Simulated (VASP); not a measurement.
# SnSe5 (P6/mmm) in VASP: further runs, part 2 of 2

VASP 6.6.1. Earlier steps stand in the parts before.

## (4) Relaxation of cell and atoms, PBE

File INCAR:

```
PREC     = Accurate       # precision mode
ENCUT    = 600            # plane-wave cutoff, eV
EDIFF    = 1E-6           # SCF threshold, eV
ISMEAR   = 0              # smearing method
SIGMA    = 0.1            # smearing width, eV
LREAL    = False          # projectors in reciprocal space
LASPH    = True           # aspherical terms in the spheres
NELM     = 60             # most SCF steps
ALGO     = Normal         # electronic algorithm
ISIF     = 3              # what is computed and relaxed
LWAVE    = False          # write WAVECAR
LCHARG   = False          # write CHGCAR
GGA      = PE             # functional
IBRION   = 2              # ionic algorithm
NSW      = 100            # ionic steps
EDIFFG   = -0.01          # ionic threshold
```

File KPOINTS:

```
regular mesh
0
Gamma
  6 6 10
```

File POSCAR:

```
SnSe5
1.0
    7.2445504131      0.0000000000      0.0000000000
   -3.6222752065      6.2739646967      0.0000000000
    0.0000000000      0.0000000000      3.5274896663
Sn Se
1 5
Direct
    0.0000000000      0.0000000000      0.0000000000
    0.3333333333      0.6666666667      0.0000000000
    0.6666666667      0.3333333333      0.0000000000
    0.5000000000      0.0000000000      0.5000000000
    0.5000000000      0.5000000000      0.5000000000
    0.0000000000      0.5000000000      0.5000000000
```

Potentials or basis: VASP PAW PBE potentials, release 64 (Sn_d, Se).

Launch:

```sh
$ cat potpaw_PBE.64/Sn_d/POTCAR potpaw_PBE.64/Se/POTCAR > POTCAR
$ mpirun -np 1 vasp_std > vasp.out
```

OUTCAR:

```text
PREC = Accurate
   ENCUT = 600
   EDIFF = 1E-6
   ISMEAR = 0
   LREAL = False
   LASPH = True
   NELM = 60
   ISIF = 3
   GGA = PE
   IBRION = 2
   NSW = 100
   EDIFFG = -0.01

 ion  position               nearest neighbor table
   1  0.000  0.000  0.000-
   2  0.333  0.667  0.000-   4 2.74   4 2.74   6 2.74   6 2.74   5 2.74   5 2.74
   3  0.667  0.333  0.000-   4 2.74   4 2.74   6 2.74   6 2.74   5 2.74   5 2.74
   4  0.500  0.000  0.500-   2 2.74   3 2.74   2 2.74   3 2.74
   5  0.500  0.500  0.500-   2 2.74   3 2.74   2 2.74   3 2.74
   6  0.000  0.500  0.500-   2 2.74   3 2.74   2 2.74   3 2.74

  LATTYP: Found a hexagonal cell.
 ALAT       =     7.2445504131
 C/A-ratio  =     0.4869162978

  Lattice vectors:

 A1 = (   7.2445504131,   0.0000000000,   0.0000000000)
 A2 = (  -3.6222752065,   6.2739646967,   0.0000000000)
 A3 = (   0.0000000000,   0.0000000000,   3.5274896663)

Analysis of symmetry for initial positions (statically):
=====================================================================
 Subroutine PRICEL returns:
 Original cell was already a primitive cell.
[... 179 lines left out ...]

  energy without entropy =      -19.03029380  energy(sigma->0) =      -19.04140978

------------------------ aborting loop because EDIFF is reached ----------------------------------------

  FORCE on cell =-STRESS in cart. coord.  units (eV):
  Direction    XX          YY          ZZ          XY          YZ          ZX
  --------------------------------------------------------------------------------------
  -------------------------------------------------------------------------------------
  Total       -0.1104579     -0.1104579      0.4047907     -0.0000000     -0.0000000     -0.0000000
  in kB       -1.1037943     -1.1037943      4.0450314     -0.0000000     -0.0000000     -0.0000000
  external PRESSURE =       0.6124809 kB  Pullay stress =       0.0000000 kB
[... 107 lines left out ...]
--------------------------------------- Ionic step        4  -------------------------------------------

 number of electron      44.0000009 magnetization

 Free energy of the ion-electron system (eV)
  ---------------------------------------------------
  ext. energy  EPLUGINS =         0.00000000
  ---------------------------------------------------
  free energy    TOTEN  =       -19.05424554 eV

  energy without entropy =      -19.03066577  energy(sigma->0) =      -19.04245565

 E-fermi :   4.2041     XC(G=0):  -9.3257

 val. band max:        4.2039948143   @ k =   0.5000   0.0000   0.3000
 cond. band min:       4.2299028617   @ k =   0.5000   0.0000   0.5000
 fundamental gap:      0.0259080474
 Fermi energy:         4.2041378554

 k-point     1 :       0.0000    0.0000    0.0000
  band No.  band energies     occupation
      1     -18.2084      2.00000
      2     -18.2084      2.00000
      3     -18.0909      2.00000
      4     -18.0740      2.00000
      5     -18.0740      2.00000
      6     -11.8309      2.00000
[... 685 lines left out ...]
     25       5.2198      0.00000
     26       5.4104      0.00000

 [... further k-points ...]
[... 5 lines left out ...]
  --------------------------------------------------------------------------------------
  -------------------------------------------------------------------------------------
  Total       -0.0027558     -0.0027558     -0.0337841     -0.0000000     -0.0000000      0.0000000
  in kB       -0.0275680     -0.0275680     -0.3379621     -0.0000000     -0.0000000      0.0000000
  external PRESSURE =      -0.1310327 kB  Pullay stress =       0.0000000 kB
[... 21 lines left out ...]
  FREE ENERGIE OF THE ION-ELECTRON SYSTEM (eV)
  ---------------------------------------------------
  free  energy   TOTEN  =       -19.0542455362 eV

  energy  without entropy=      -19.0306657702  energy(sigma->0) =      -19.04245565

 reached required accuracy - stopping structural energy minimisation
```

OSZICAR:

```text
N       E                     dE             d eps       ncg     rms          rms(c)
DAV:   1     0.405406780098E+03    0.40541E+03   -0.20545E+04  2184   0.188E+03
[... 29 lines left out ...]
       N       E                     dE             d eps       ncg     rms          rms(c)
DAV:   1    -0.190591838100E+02   -0.53389E-02   -0.14022E-01  2278   0.280E+00    0.369E-01
DAV:   2    -0.190554085897E+02    0.37752E-02   -0.89957E-03  2498   0.710E-01    0.164E-01
DAV:   3    -0.190544891905E+02    0.91940E-03   -0.20407E-03  2480   0.306E-01    0.825E-02
DAV:   4    -0.190542497786E+02    0.23941E-03   -0.76813E-04  2674   0.172E-01    0.266E-02
DAV:   5    -0.190542450740E+02    0.47046E-05   -0.76533E-05  2324   0.678E-02    0.101E-02
DAV:   6    -0.190542455362E+02   -0.46223E-06   -0.71757E-06  2750   0.117E-02
   4 F= -.19054246E+02 E0= -.19042456E+02  d E =-.400803E-03
```

CONTCAR:

```text
SnSe5
   1.00000000000000
     7.2155783143595222   -0.0000000000002303   -0.0000000000000000
    -3.6077891571301604    6.2488741231904097    0.0000000000000000
     0.0000000000000000   -0.0000000000000000    3.5520690632588008
  Sn              Se
     1     5
Direct
     0.0000000000000000    0.0000000000000000    1.0000000000000000
     0.3333333332999970    0.6666666667000030    0.0000000000000000
     0.6666666667000030    0.3333333332999970    1.0000000000000000
     0.5000000000000000    0.0000000000000000    0.5000000000000000
     0.5000000000000000    0.5000000000000000    0.5000000000000000
     0.0000000000000000    0.5000000000000000    0.5000000000000000

  0.00000000E+00  0.00000000E+00  0.00000000E+00
  0.00000000E+00  0.00000000E+00  0.00000000E+00
  0.00000000E+00  0.00000000E+00  0.00000000E+00
  0.00000000E+00  0.00000000E+00  0.00000000E+00
  0.00000000E+00  0.00000000E+00  0.00000000E+00
  0.00000000E+00  0.00000000E+00  0.00000000E+00
```

Wall time 5.5 min (1 thread of AMD EPYC 9R45 (Zen 5), shared host); peak memory 0.42 GiB.

Results:

* Free energy: -19.0542 eV
* Relaxed volume: 26.69 Å³/atom
* Relaxed cell: a = 7.216 Å, b = 7.216 Å, c = 3.552 Å, α = 90.00°, β = 90.00°, γ = 120.00°
* Space group after relaxing (to 0.1 Å): P6/mmm (No. 191)
* Energy gained by relaxing: 0.3 meV/atom
* Ionic steps: 4
* Pressure after relaxing: 0.0 GPa
* Band gap on the k mesh: zero (bands 22 and 23 overlap by 1.76 eV)

The path:
```
step  energy change (eV)  largest force (eV/Å)  pressure (GPa)  volume (Å³)
   1              0.0000                0.0000            0.06       160.33
   2             -0.0011                0.0000           -0.06       160.57
   3             -0.0013                0.0000           -0.17       160.78
   4             -0.0017                0.0000           -0.01       160.16
```

Final structure:
```
Sn Se
1.0
     7.21558    0.00000    0.00000
    -3.60779    6.24887    0.00000
     0.00000    0.00000    3.55207
Sn Se
1 5
Direct
  0.00000 0.00000 0.00000
  0.33333 0.66667 0.00000
  0.66667 0.33333 0.00000
  0.50000 0.00000 0.50000
  0.50000 0.50000 0.50000
  0.00000 0.50000 0.50000
```

Caveat: spin-orbit coupling is left out, which moves the levels of the heavy elements.

## (5) Summary

```csv
task,cell,k mesh,cutoff (eV),gap on the mesh (eV),pressure (GPa),relaxed volume (Å³/atom)
single point,"a = 7.215, b = 7.215, c = 3.550 Å, angles 90.0, 90.0, 120.0°, 6 atoms",6 × 6 × 10,520,none,0.0,-
relaxation of cell and atoms,"relaxed from a = 6.176, b = 6.176, c = 4.392 Å, angles 90.0, 90.0, 120.0°, 6 atoms",6 × 6 × 8,600,none,0.0,26.72
relaxation of cell and atoms,"relaxed from a = 7.245, b = 7.245, c = 3.527 Å, angles 90.0, 90.0, 120.0°, 6 atoms",6 × 6 × 10,600,none,0.0,26.69
```

Alike in all rows: level PBE; potentials or basis VASP PAW PBE potentials, release 64 (Sn_d, Se); no spin polarisation; smearing gaussian 0.1 eV.

Caveats: spin-orbit coupling is left out, which moves the levels of the heavy elements; a cell axis changed by over 15 % at a fixed basis, so the end point is rough (at least some runs).

Absolute energies hang on the potentials; compare differences alone.

The gap in the log of VASP goes by the Fermi energy; the results here count the filled bands.